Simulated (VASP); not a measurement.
# PbSe in VASP: notebook, part 2 of 3

VASP 6.6.1. The steps go on from the part before.

### Step 4. Density of states, PBE

This run uses another cell than the first one, of 28.71 Å³/atom, 0.976 times its volume.

Contents of POSCAR:

```
PbSe
1.0
    0.0000000000      3.0621500000      3.0621500000
    3.0621500000      0.0000000000      3.0621500000
    3.0621500000      3.0621500000      0.0000000000
Pb Se
1 1
Direct
    0.0000000000      0.0000000000      0.0000000000
    0.5000000000      0.5000000000      0.5000000000
```

Contents of INCAR.step1:

```
SYSTEM = PbSe
PREC     = Accurate       ! precision mode
ENCUT    = 520            ! plane-wave cutoff, eV
EDIFF    = 1E-6           ! SCF threshold, eV
ISMEAR   = -1             ! smearing method
SIGMA    = 0.02           ! smearing width, eV
LREAL    = .FALSE.        ! projectors in reciprocal space
LASPH    = .TRUE.         ! aspherical terms in the spheres
NELM     = 60             ! most SCF steps
ALGO     = Normal         ! electronic algorithm
ISIF     = 2              ! what is computed and relaxed
LWAVE    = .FALSE.        ! write WAVECAR
LCHARG   = .TRUE.         ! write CHGCAR
GGA      = PE             ! functional
NBANDS   = 17             ! bands
```

Contents of KPOINTS.step1:

```
Automatic mesh
0
G
  7 7 7
  0 0 0
```

Contents of INCAR.step2:

```
SYSTEM = PbSe
PREC     = Accurate       ! precision mode
ENCUT    = 520            ! plane-wave cutoff, eV
EDIFF    = 1E-6           ! SCF threshold, eV
ISMEAR   = -5             ! smearing method
SIGMA    = 0.02           ! smearing width, eV
LREAL    = .FALSE.        ! projectors in reciprocal space
LASPH    = .TRUE.         ! aspherical terms in the spheres
NELM     = 60             ! most SCF steps
ALGO     = Normal         ! electronic algorithm
ISIF     = 2              ! what is computed and relaxed
LWAVE    = .FALSE.        ! write WAVECAR
LCHARG   = .FALSE.        ! write CHGCAR
GGA      = PE             ! functional
LORBIT   = 11             ! projections on sites
NEDOS    = 2001           ! points of the DOS
ICHARG   = 11             ! starting density
```

Contents of KPOINTS.step2:

```
Automatic mesh
0
G
  11 11 11
  0 0 0
```

Potentials or basis: VASP PAW PBE potentials, release 64 (Pb_d, Se).

The run is started by

```sh
> cat potpaw_PBE.64/Pb_d/POTCAR potpaw_PBE.64/Se/POTCAR > POTCAR
> cp INCAR.step1 INCAR
> cp KPOINTS.step1 KPOINTS
> mpirun -np 1 vasp_std > vasp.out
> cp INCAR.step2 INCAR
> cp KPOINTS.step2 KPOINTS
> mpirun -np 1 vasp_std > vasp.out
```

OUTCAR:

```text
SYSTEM = PbSe
   PREC = Accurate
   ENCUT = 520
   EDIFF = 1E-6
   ISMEAR = -5
   LREAL = .FALSE.
   LASPH = .TRUE.
   NELM = 60
   ISIF = 2
   GGA = PE
   LORBIT = 11
   ICHARG = 11

 ion  position               nearest neighbor table
   1  0.000  0.000  0.000-   2 3.06   2 3.06   2 3.06   2 3.06   2 3.06   2 3.06
   2  0.500  0.500  0.500-   1 3.06   1 3.06   1 3.06   1 3.06   1 3.06   1 3.06

  LATTYP: Found a face centered cubic cell.
 ALAT       =     6.1243000000

  Lattice vectors:

 A1 = (   0.0000000000,   3.0621500000,   3.0621500000)
 A2 = (   3.0621500000,   0.0000000000,   3.0621500000)
 A3 = (   3.0621500000,   3.0621500000,   0.0000000000)

Analysis of symmetry for initial positions (statically):
=====================================================================
 Subroutine PRICEL returns:
 Original cell was already a primitive cell.

 Routine SETGRP: Setting up the symmetry group for a
 face centered cubic supercell.

 Subroutine GETGRP returns: Found 48 space group operations
 (whereof 48 operations were pure point group operations)
 out of a pool of 48 trial point group operations.

[... 566 lines left out ...]
      4     -11.7694      2.00000
      5     -11.7616      2.00000
      6      -7.9209      2.00000
      7      -2.6959      2.00000
      8       2.2183      2.00000
      9       3.6753      2.00000
     10       4.5868      2.00000
     11       6.3753      0.00000
     12       7.2663      0.00000
     13       9.2438      0.00000
     14      12.1368      0.00000

 [... further k-points ...]

------------------------ aborting loop because EDIFF is reached ----------------------------------------

  FORCE on cell =-STRESS in cart. coord.  units (eV):
  Direction    XX          YY          ZZ          XY          YZ          ZX
  --------------------------------------------------------------------------------------
  -------------------------------------------------------------------------------------
  Total        0.8580625      0.8580625      0.8580625      0.0000000      0.0000000     -0.0000000
  in kB       23.9397791     23.9397791     23.9397791      0.0000000      0.0000000     -0.0000000
  external PRESSURE =      23.9397791 kB  Pullay stress =       0.0000000 kB

 VOLUME and BASIS-vectors are now :
 -----------------------------------------------------------------------------
  energy-cutoff  :      520.00
  volume of cell :       57.43
      direct lattice vectors                 reciprocal lattice vectors
     0.000000000  3.062150000  3.062150000    -0.163283967  0.163283967  0.163283967
     3.062150000  0.000000000  3.062150000     0.163283967 -0.163283967  0.163283967
     3.062150000  3.062150000  0.000000000     0.163283967  0.163283967 -0.163283967

 POSITION                                       TOTAL-FORCE (eV/Angst)
 -----------------------------------------------------------------------------------
      0.00000      0.00000      0.00000         0.000000      0.000000      0.000000
      3.06215      3.06215      3.06215         0.000000     -0.000000     -0.000000
 -----------------------------------------------------------------------------------
    total drift:                                0.000000     -0.000000     -0.000000

  FREE ENERGIE OF THE ION-ELECTRON SYSTEM (eV)
  ---------------------------------------------------
  free  energy   TOTEN  =        -8.1789481736 eV

  energy  without entropy=       -8.1789481736  energy(sigma->0) =       -8.17894817

 total charge

# of ion       s       p       d       tot
------------------------------------------
    1        1.477   0.535   9.841  11.853
    2        1.467   2.336   0.017   3.820
--------------------------------------------------
tot          2.944   2.871   9.858  15.673
```

Wall time 65 s (1 thread of AMD EPYC 7R43 (Zen 3), shared host); peak memory 0.16 GiB.

What came out:

| Item | Value |
| --- | --- |
| Valence electrons inside the program's atomic spheres | Pb 11.85; Se 3.82 |

Caveat: this odd mesh misses L, where the gap lies, so gap, dielectric constants and Born charges aren't listed; spin-orbit coupling is left out, which moves the levels of the heavy elements.

### Step 5. Electric field gradients, PBE (z stretched by +2 % at fixed volume)

Contents of INCAR:

```
SYSTEM = PbSe
PREC = Accurate
ENCUT = 400
EDIFF = 1E-8
ISMEAR = -1
SIGMA = 0.02
LREAL = .False.
LASPH = .True.
NELM = 120
ALGO = Normal
ISIF = 2
LWAVE = .False.
LCHARG = .False.
GGA = PE
LEFG = .True.
NBANDS = 17
GGA_COMPAT = .False.
```

Contents of KPOINTS:

```
regular mesh
0
Gamma
  7 7 7
  0 0 0
```

Contents of POSCAR:

```
PbSe
1.0
    0.0000000000      3.0319802988      3.1233930000
    3.0319802988      0.0000000000      3.1233930000
    3.0319802988      3.0319802988      0.0000000000
Pb Se
1 1
Direct
    0.0000000000      0.0000000000      0.0000000000
    0.5000000000      0.5000000000      0.5000000000
```

Potentials or basis: VASP PAW PBE potentials, release 64 (Pb_d, Se).

The run is started by

```sh
> cat potpaw_PBE.64/Pb_d/POTCAR potpaw_PBE.64/Se/POTCAR > POTCAR
> mpirun -np 1 vasp_std > vasp.out
```

OUTCAR:

```text
SYSTEM = PbSe
   PREC = Accurate
   ENCUT = 400
   EDIFF = 1E-8
   ISMEAR = -1
   LREAL = .False.
   LASPH = .True.
   NELM = 120
   ISIF = 2
   GGA = PE

 ion  position               nearest neighbor table
   1  0.000  0.000  0.000-   2 3.03   2 3.03   2 3.03   2 3.03   2 3.12   2 3.12
   2  0.500  0.500  0.500-   1 3.03   1 3.03   1 3.03   1 3.03   1 3.12   1 3.12

  LATTYP: Found a body centered tetragonal cell.
 ALAT       =     4.2878676594
 C/A-ratio  =     1.4568513994

  Lattice vectors:

[... 693 lines left out ...]
  ---------------------------------------------------
  free  energy   TOTEN  =        -8.1682812172 eV

  energy  without entropy=       -8.1682812171  energy(sigma->0) =       -8.16828122

 Electric field gradients (V/A^2)
---------------------------------------------------------------------
 ion       V_xx      V_yy      V_zz      V_xy      V_xz      V_yz
---------------------------------------------------------------------
   1     -44.584   -44.584    89.168     0.001     0.001     0.001
   2      -3.251    -3.251     6.502     0.000     0.000     0.000
---------------------------------------------------------------------

 Electric field gradients after diagonalization (V/A^2)
 (convention: |V_zz| > |V_xx| > |V_yy|)
----------------------------------------------------------------------
 ion       V_xx      V_yy      V_zz     asymmetry (V_yy - V_xx)/ V_zz
----------------------------------------------------------------------
   1     -44.585   -44.583    89.168       0.000
   2      -3.251    -3.251     6.502       0.000
----------------------------------------------------------------------

           NMR quadrupolar parameters

 Cq : quadrupolar parameter    Cq=e*Q*V_zz/h
 eta: asymmetry parameters     (V_yy - V_xx)/ V_zz
 Q  : nuclear electric quadrupole moment in mb (millibarn)
----------------------------------------------------------------------
 ion       Cq(MHz)       eta       Q (mb)
----------------------------------------------------------------------
   1       0.216       0.000       1.000
   2       0.016       0.000       1.000
----------------------------------------------------------------------
```

OSZICAR:

```text
N       E                     dE             d eps       ncg     rms          rms(c)
DAV:   1     0.147873969728E+03    0.14787E+03   -0.82648E+03  1368   0.982E+02
DAV:   2     0.211674900280E+01   -0.14576E+03   -0.14096E+03  1440   0.283E+02
DAV:   3    -0.823079515356E+01   -0.10348E+02   -0.10293E+02  1727   0.838E+01
DAV:   4    -0.845047400902E+01   -0.21968E+00   -0.21957E+00  1711   0.139E+01
DAV:   5    -0.845806412354E+01   -0.75901E-02   -0.75898E-02  1917   0.243E+00    0.279E+00
DAV:   6    -0.817024830103E+01    0.28782E+00   -0.70682E-01  2120   0.577E+00    0.159E+00
DAV:   7    -0.816530160749E+01    0.49467E-02   -0.12038E-01  1684   0.167E+00    0.866E-01
DAV:   8    -0.816863911066E+01   -0.33375E-02   -0.13049E-02  1660   0.123E+00    0.159E-01
DAV:   9    -0.816821095869E+01    0.42815E-03   -0.27285E-03  2120   0.506E-01    0.507E-02
DAV:  10    -0.816827382068E+01   -0.62862E-04   -0.22297E-04  1592   0.849E-02    0.186E-02
DAV:  11    -0.816828115570E+01   -0.73350E-05   -0.59357E-05  1824   0.755E-02    0.857E-03
DAV:  12    -0.816828116056E+01   -0.48638E-08   -0.32017E-06  1704   0.125E-02    0.234E-03
DAV:  13    -0.816828119549E+01   -0.34930E-07   -0.13606E-07  1817   0.326E-03    0.868E-04
DAV:  14    -0.816828121442E+01   -0.18932E-07   -0.12437E-07  1543   0.242E-03    0.266E-04
DAV:  15    -0.816828121718E+01   -0.27524E-08   -0.42027E-09  1393   0.454E-04
   1 F= -.81682812E+01 E0= -.81682812E+01  d E =-.361388E-10
```

Wall time 47 s (1 thread of AMD EPYC 7R13, shared host); peak memory 0.14 GiB.

Results:

```
Free energy            : -8.1683 eV
Pressure               : 2.4 GPa
Band gap on the k mesh : 0.85 eV, direct
```

Levels at points of the mesh, in eV from the valence-band top:
| k point | band 6 | band 7 | band 8 | band 9 | band 10 | band 11 | band 12 | band 13 | band 14 | band 15 |
| --- | --- | --- | --- | --- | --- | --- | --- | --- | --- | --- |
| (0.00, 0.00, 0.00) | -13.35 | -6.06 | -1.72 | -1.72 | -1.47 | 4.51 | 5.18 | 5.18 | 6.64 | 6.82 |

Electric field gradients, principal values (V/Å²):
```tsv
atom	least	middle	greatest (by size)
1 Pb	-44.583	-44.585	89.168
2 Se	-3.251	-3.251	6.502
```

Caveat: the cell differs from its parent crystal (z stretched by +2 % at fixed volume); without QUAD_EFG the Cq values of the log hold for a quadrupole moment of 1 mb, not for the nuclei; spin-orbit coupling is left out, which moves the levels of the heavy elements. A k mesh can miss the band edges.

(Part 2 of 3 ends here.)
